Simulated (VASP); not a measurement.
# Te2S3 (P-3m1) in VASP: single point with r2SCAN

Aim: the single point of Te2S3 with r2SCAN.

Everything below comes from runs of VASP 6.6.1. Logs are shortened: lines on timing, memory, paths and dates and some standing lists are left out, and cuts for length are marked.

## (1) The cell of the first run

Symmetry: P-3m1, No. 164, trigonal system. The conventional cell has a = 4.191 Å, b = 4.191 Å, c = 8.576 Å, α = 90.00°, β = 90.00°, γ = 120.00°. Te (site symmetry 3m) has 6 S at 2.67 to 2.91 Å within 3.5 Å. S (site symmetry -3m) has 6 Te at 2.91 Å and 6 S at 3.66 Å within 3.8 Å. S (site symmetry 3m) has 3 Te at 2.67 Å within 3.5 Å.

## (2) Single point, r2SCAN

Contents of POSCAR:

```
Te2S3
1.0
    4.1911549997      0.0000000000      0.0000000000
   -2.0955774998      3.6296467009      0.0000000000
    0.0000000000      0.0000000000      8.5755519361
Te S
2 3
Direct
    0.3333333333      0.6666666667      0.1894024757
    0.6666666667      0.3333333333      0.8105975243
    0.0000000000      0.0000000000      0.0000000000
    0.3333333333      0.6666666667      0.6791868742
    0.6666666667      0.3333333333      0.3208131258
```

Contents of INCAR.step1:

```
SYSTEM = Te2S3
  PREC = Accurate
  ENCUT = 520
  ISMEAR = 0
  SIGMA = 0.1
  LREAL = .False.
  LASPH = .True.
  NELM = 100
  NBANDS = 23
  GGA = PE
  ALGO = Normal
  EDIFF = 1E-4
  LWAVE = .True.
  LCHARG = .False.
```

Contents of INCAR.step2:

```
SYSTEM = Te2S3
  PREC = Accurate
  ENCUT = 520
  EDIFF = 1E-6
  ISMEAR = 0
  SIGMA = 0.1
  LREAL = .False.
  LASPH = .True.
  NELM = 100
  ALGO = Normal
  ISIF = 2
  LWAVE = .False.
  LCHARG = .False.
  METAGGA = R2SCAN
  LMIXTAU = .True.
  NBANDS = 23
  ISTART = 1
```

Contents of KPOINTS:

```
Automatic mesh
0
Gamma
  12 12 6
  0 0 0
```

Potentials or basis: VASP PAW PBE potentials, release 64 (Te, S).

Run with:

```bash
> cat potpaw_PBE.64/Te/POTCAR potpaw_PBE.64/S/POTCAR > POTCAR
> cp INCAR.step1 INCAR
> mpirun -np 1 vasp_std > vasp.out
> cp INCAR.step2 INCAR
> mpirun -np 1 vasp_std > vasp.out
```

OUTCAR:

```text
SYSTEM = Te2S3
   PREC = Accurate
   ENCUT = 520
   EDIFF = 1E-6
   ISMEAR = 0
   LREAL = .False.
   LASPH = .True.
   NELM = 100
   ISIF = 2
   METAGGA = R2SCAN
   ISTART = 1

 ion  position               nearest neighbor table
   1  0.333  0.667  0.189-   5 2.67   5 2.67   5 2.67   3 2.91   3 2.91   3 2.91
   2  0.667  0.333  0.811-   4 2.67   4 2.67   4 2.67   3 2.91   3 2.91   3 2.91
   3  0.000  0.000  0.000-   1 2.91   2 2.91   1 2.91   2 2.91   2 2.91   1 2.91
   4  0.333  0.667  0.679-   2 2.67   2 2.67   2 2.67
   5  0.667  0.333  0.321-   1 2.67   1 2.67   1 2.67

  LATTYP: Found a hexagonal cell.
 ALAT       =     4.1911549997
 C/A-ratio  =     2.0461070843

  Lattice vectors:

 A1 = (   4.1911549997,   0.0000000000,   0.0000000000)
 A2 = (  -2.0955774998,   3.6296467009,   0.0000000000)
 A3 = (   0.0000000000,   0.0000000000,   8.5755519361)

Analysis of symmetry for initial positions (statically):
=====================================================================
 Subroutine PRICEL returns:
 Original cell was already a primitive cell.

 Routine SETGRP: Setting up the symmetry group for a
 hexagonal supercell.

 Subroutine GETGRP returns: Found 12 space group operations
 (whereof 12 operations were pure point group operations)
 out of a pool of 24 trial point group operations.

The static configuration has the point symmetry D_3d.

Analysis of symmetry for dynamics (positions and initial velocities):
=====================================================================
 Subroutine PRICEL returns:
 Original cell was already a primitive cell.

 Routine SETGRP: Setting up the symmetry group for a
 hexagonal supercell.

 Subroutine GETGRP returns: Found 12 space group operations
 (whereof 12 operations were pure point group operations)
 out of a pool of 24 trial point group operations.

The dynamic configuration has the point symmetry D_3d.

 Subroutine INISYM returns: Found 12 space group operations
 (whereof 12 operations are pure point group operations),
 and found     1 'primitive' translations

----------------------------------------------------------------------------------------

                                     Primitive cell

  volume of cell :     130.4548

  direct lattice vectors                    reciprocal lattice vectors
     4.191155000  0.000000000  0.000000000     0.238597714  0.137754454  0.000000000
    -2.095577500  3.629646701  0.000000000     0.000000000  0.275508908  0.000000000
     0.000000000  0.000000000  8.575551936     0.000000000  0.000000000  0.116610570

  length of vectors
     4.191155000  4.191155000  8.575551936     0.275508908  0.275508908  0.116610570

  position of ions in fractional coordinates (direct lattice)
     0.333333333  0.666666667  0.189402476
     0.666666667  0.333333333  0.810597524
     0.000000000  0.000000000  0.000000000
     0.333333333  0.666666667  0.679186874
     0.666666667  0.333333333  0.320813126

  ion indices of the primitive-cell ions
   primitive index   ion index
                 1           1
                 2           2
                 3           3
                 4           4
                 5           5

----------------------------------------------------------------------------------------

 KPOINTS: Automatic mesh

Automatic generation of k-mesh.
 Grid dimensions read from file:
 generate k-points for:   12   12    6

 Generating k-lattice:

  Cartesian coordinates                     Fractional coordinates (reciprocal lattice)
     0.019883143  0.011479538  0.000000000     0.083333333  0.000000000  0.000000000
     0.000000000  0.022959076  0.000000000     0.000000000  0.083333333  0.000000000
     0.000000000  0.000000000  0.019435095     0.000000000  0.000000000  0.166666667

  Length of vectors
     0.022959076  0.022959076  0.019435095

  Shift w.r.t. Gamma in fractional coordinates (k-lattice)
     0.000000000  0.000000000  0.000000000

 Subroutine IBZKPT returns following result:
 ===========================================

 Found    100 irreducible k-points:

 Following reciprocal coordinates:
            Coordinates               Weight
  0.000000  0.000000  0.000000      1.000000
  0.083333  0.000000  0.000000      6.000000
  0.166667  0.000000  0.000000      6.000000
  0.250000  0.000000  0.000000      6.000000
  0.333333  0.000000  0.000000      6.000000
  0.416667  0.000000  0.000000      6.000000
[... 16 lines left out ...]
  0.166667  0.000000  0.166667      6.000000
  0.000000  0.166667  0.166667      6.000000
 [... further k-points ...]
   k-points           NKPTS =    100   k-points in BZ     NKDIM =    100   number of bands    NBANDS=     23
   number of dos      NEDOS =    301   number of ions     NIONS =      5
   total plane-waves  NPLWV =  65536
   dimension x,y,z NGX =    32 NGY =   32 NGZ =   64
   dimension x,y,z NGXF=    64 NGYF=   64 NGZF=  128
   ions per type =               2   3
   NGX,Y,Z   is equivalent  to a cutoff of  12.69, 12.69, 12.41 a.u.
   NGXF,Y,Z  is equivalent  to a cutoff of  25.39, 25.39, 24.81 a.u.
 SYSTEM =  Te2S3
   PREC   = accura    normal or accurate (medium, high low for compatibility)
   ISTART =      1    job   : 0-new  1-cont  2-samecut
   ICHARG =      0    charge: 1-file 2-atom 10-const
   ISPIN  =      1    spin polarized calculation?
   LNONCOLLINEAR =      F non collinear calculations
   LSORBIT =      F    spin-orbit coupling
   LASPH  =      T    aspherical Exc in radial PAW
   ENCUT  =  520.0 eV  38.22 Ry    6.18 a.u.   7.79  7.79 15.94*2*pi/ulx,y,z
   NELM   =    100;   NELMIN=  2; NELMDL=  0     # of ELM steps
   EDIFF  = 0.1E-05   stopping-criterion for ELM
   LREAL  =      F    real-space projection
   EDIFFG = 0.1E-04   stopping-criterion for IOM
   NSW    =      0    number of steps for IOM
   IBRION =     -1    ionic relax: 0-MD 1-quasi-New 2-CG
   NFREE  =      0    steps in history (QN), initial steepest desc. (CG)
   ISIF   =      2    stress and relaxation
   ISYM   =      2    0-nonsym 1-usesym 2-fastsym
   POTIM  = 0.5000    time-step for ionic-motion
   TEBEG  =    0.0;   TEEND  =   0.0 temperature during run
   PSTRESS=    0.0 pullay stress
   NELECT =      30.0000    total number of electrons
   NUPDOWN=      -1.0000    fix difference up-down
   EMIN   =  10.00;   EMAX   =-10.00  energy-range for DOS
   EFERMI =   0.00;   METHOD = LEGACY
   ISMEAR =     0;   SIGMA  =   0.10  broadening in eV -4-tet -1-fermi 0-gaus
   EFERMI_NEDOS =   21; number of points for ismear=-14 and -15
   IALGO  =     38    algorithm
   IMIX   =      4    mixing-type and parameters
     AMIX     =   0.40;   BMIX     =  1.00
     AMIX_MAG =   1.60;   BMIX_MAG =  1.00
  volume/ion in A,a.u.               =      26.09       176.07
  Fermi-wavevector in a.u.,A,eV,Ry     =   1.002987  1.895370 13.687222  1.005982
  Thomas-Fermi vector in A             =   2.135509
   LORBIT       =      0    0 simple, 1 ext, 2 COOP (PROOUT), +10 PAW based schemes
   METAGGA = R2SCAN    functional components
   LHFCALC =     F    Hartree Fock is set to
   AEXX    =    0.0000 exact exchange contribution
   IVDW    =     0    specifies the selected vdW correction
   LEPSILON=     F    determine dielectric tensor
   LRPA    =     F    only Hartree local field effects (RPA)
 non-spin polarized calculation
 Gauss-broadening in eV      SIGMA  =   0.10
  energy-cutoff  :      520.00
  volume of cell :      130.45
 maximum number of plane-waves:      3546
   NGX = 15   NGY = 15   NGZ = 31

 number of electron      29.9999999 magnetization

 Free energy of the ion-electron system (eV)
  ---------------------------------------------------
  ext. energy  EPLUGINS =         0.00000000
  ---------------------------------------------------
  free energy    TOTEN  =       -73.50109186 eV

  energy without entropy =      -73.49047205  energy(sigma->0) =      -73.49578196

 E-fermi :   5.3501     XC(G=0):  -9.6427

 val. band max:        5.3434799134   @ k =   0.0833   0.0833   0.0000
 cond. band min:       5.3669642583   @ k =   0.0833   0.0833   0.1667
 fundamental gap:      0.0234843449
 Fermi energy:         5.3500512836

 k-point     1 :       0.0000    0.0000    0.0000
  band No.  band energies     occupation
      1     -10.7709      2.00000
      2      -9.9207      2.00000
      3      -8.2224      2.00000
      4      -4.6274      2.00000
      5      -3.5633      2.00000
      6       1.1741      2.00000
[... 15 lines left out ...]
     22      10.9783      0.00000
     23      12.0202      0.00000

 k-point     2 :       0.0833    0.0000    0.0000
  band No.  band energies     occupation
      1     -10.7048      2.00000
      2      -9.8618      2.00000
      3      -8.2013      2.00000
      4      -4.7293      2.00000
      5      -3.7684      2.00000
      6       0.7318      2.00000
[... 15 lines left out ...]
     22      11.0970      0.00000
     23      11.8755      0.00000

 k-point     3 :       0.1667    0.0000    0.0000
  band No.  band energies     occupation
      1     -10.5083      2.00000
      2      -9.6887      2.00000
      3      -8.1471      2.00000
      4      -5.0390      2.00000
      5      -4.2946      2.00000
      6       0.0686      2.00000
[... 15 lines left out ...]
     22      11.4236      0.00000
     23      11.4272      0.00000
[... 495 lines left out ...]
 k-point    23 :       0.1667    0.0000    0.1667
  band No.  band energies     occupation
      1     -10.4951      2.00000
      2      -9.7202      2.00000
      3      -8.1171      2.00000
      4      -5.0609      2.00000
      5      -4.2868      2.00000
      6       0.0899      2.00000
[... 15 lines left out ...]
     22      11.3885      0.00000
     23      11.4397      0.00000

 k-point    24 :       0.0000    0.1667    0.1667
  band No.  band energies     occupation
      1     -10.4954      2.00000
      2      -9.7195      2.00000
      3      -8.1187      2.00000
      4      -5.0518      2.00000
      5      -4.2958      2.00000
      6      -0.0066      2.00000
[... 15 lines left out ...]
     22      11.2888      0.00000
     23      11.5476      0.00000

 [... further k-points ...]

------------------------ aborting loop because EDIFF is reached ----------------------------------------

  FORCE on cell =-STRESS in cart. coord.  units (eV):
  Direction    XX          YY          ZZ          XY          YZ          ZX
  --------------------------------------------------------------------------------------
  -------------------------------------------------------------------------------------
  Total       -0.1443558     -0.1443558     -0.0613532     -0.0000000      0.0000000      0.0000000
  in kB       -1.7729013     -1.7729013     -0.7535071     -0.0000000      0.0000000      0.0000000
  external PRESSURE =      -1.4331032 kB  Pullay stress =       0.0000000 kB

 VOLUME and BASIS-vectors are now :
 -----------------------------------------------------------------------------
  energy-cutoff  :      520.00
  volume of cell :      130.45
      direct lattice vectors                 reciprocal lattice vectors
     4.191155000  0.000000000  0.000000000     0.238597714  0.137754454  0.000000000
    -2.095577500  3.629646701  0.000000000     0.000000000  0.275508908  0.000000000
     0.000000000  0.000000000  8.575551936     0.000000000  0.000000000  0.116610570

 POSITION                                       TOTAL-FORCE (eV/Angst)
 -----------------------------------------------------------------------------------
     -0.00000      2.41976      1.62423        -0.000000     -0.000000     -0.001864
      2.09558      1.20988      6.95132         0.000000      0.000000      0.001864
      0.00000      0.00000      0.00000         0.000000      0.000000      0.000000
     -0.00000      2.41976      5.82440         0.000000      0.000000      0.011433
      2.09558      1.20988      2.75115        -0.000000      0.000000     -0.011433
 -----------------------------------------------------------------------------------
    total drift:                               -0.000000      0.000000     -0.000000

  FREE ENERGIE OF THE ION-ELECTRON SYSTEM (eV)
  ---------------------------------------------------
  free  energy   TOTEN  =       -73.5010918584 eV

  energy  without entropy=      -73.4904720541  energy(sigma->0) =      -73.49578196
```

It took 12 min on 1 thread of Intel Xeon Platinum 8488C (Sapphire Rapids), shared host; peak memory 0.43 GiB.

What came out:

- Free energy: -73.5011 eV
- Pressure: -0.1 GPa
- Largest force: 0.011 eV/Å
- Band gap on the k mesh: zero (bands 15 and 16 overlap by 2.17 eV)

Forces in eV/Å, atoms in the order of the input:
```
Te   0.000  0.000 -0.002
Te   0.000  0.000  0.002
S    0.000  0.000  0.000
S    0.000  0.000  0.011
S    0.000  0.000 -0.011
```

Levels at points of the mesh, in eV from the Fermi level:
| k point | band 12 | band 13 | band 14 | band 15 | band 16 | band 17 | band 18 | band 19 |
| --- | --- | --- | --- | --- | --- | --- | --- | --- |
| (0.00, 0.00, 0.00) | -2.96 | -2.94 | -1.70 | -1.52 | -0.46 | -0.46 | 0.02 | 1.12 |
| (0.50, 0.00, 0.00) | -2.77 | -2.46 | -1.44 | -0.36 | 1.45 | 1.52 | 2.50 | 2.86 |
| (0.00, 0.00, 0.50) | -3.20 | -2.46 | -2.09 | -1.40 | -0.47 | -0.47 | 0.13 | 1.18 |
| (0.50, 0.00, 0.50) | -2.63 | -2.38 | -1.47 | -0.50 | 1.18 | 1.63 | 2.35 | 3.07 |

Caveat: the PAW data sets were made with another functional, which shifts forces and pressure a little; spin-orbit coupling is left out, which moves the levels of the heavy elements.

The gap in the log of VASP goes by the Fermi energy; the results here count the filled bands.